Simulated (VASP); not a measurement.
Input of a VASP 6.6.1 run:

File POSCAR:

```
MgB2
1.0
    3.0897861850      0.0000000000      0.0000000000
   -1.5448930925      2.6758333285      0.0000000000
    0.0000000000      0.0000000000      3.5120909540
Mg B
1 2
Direct
    0.0000000000      0.0000000000      0.0000000000
    0.3333333333      0.6666666667      0.5000000000
    0.6666666667      0.3333333333      0.5000000000
```

INCAR.step1

```
ALGO = Normal
EDIFF = 1E-5
ENCUT = 920
GGA = PE
GGA_COMPAT = False
ISMEAR = 0
LASPH = True
LCHARG = False
LREAL = False
LWAVE = True
NBANDS = 15
NELM = 120
PREC = Accurate
SIGMA = 0.05
```

INCAR.step2

```
ALGO = Normal
BPARAM = 11.95
CPARAM = 0.0093
EDIFF = 1E-6
ENCUT = 920
GGA_COMPAT = False
ISIF = 2
ISMEAR = 0
ISTART = 1
IVDW_NL = 2
LASPH = True
LCHARG = False
LMIXTAU = True
LREAL = False
LUSE_VDW = True
LWAVE = False
METAGGA = R2SCAN
NBANDS = 15
NELM = 120
PREC = Accurate
SIGMA = 0.05
```

KPOINTS

```
k-points
0
Gamma
  8 8 6
```

Potentials or basis: VASP PAW PBE potentials, release 64 (Mg_sv, B).

The run is started by

```sh
$ cat potpaw_PBE.64/Mg_sv/POTCAR potpaw_PBE.64/B/POTCAR > POTCAR
$ cp INCAR.step1 INCAR
$ mpirun -np 1 vasp_std > vasp.out
$ cp INCAR.step2 INCAR
$ mpirun -np 1 vasp_std > vasp.out
```

(1) Predict the band gap on the k mesh.

(2) Predict the pressure.

Answers

(1) zero (bands 8 and 9 overlap by 2.68 eV).

(2) -2.5 GPa.

Caveat: the PAW data sets were made with another functional, which shifts forces and pressure a little.
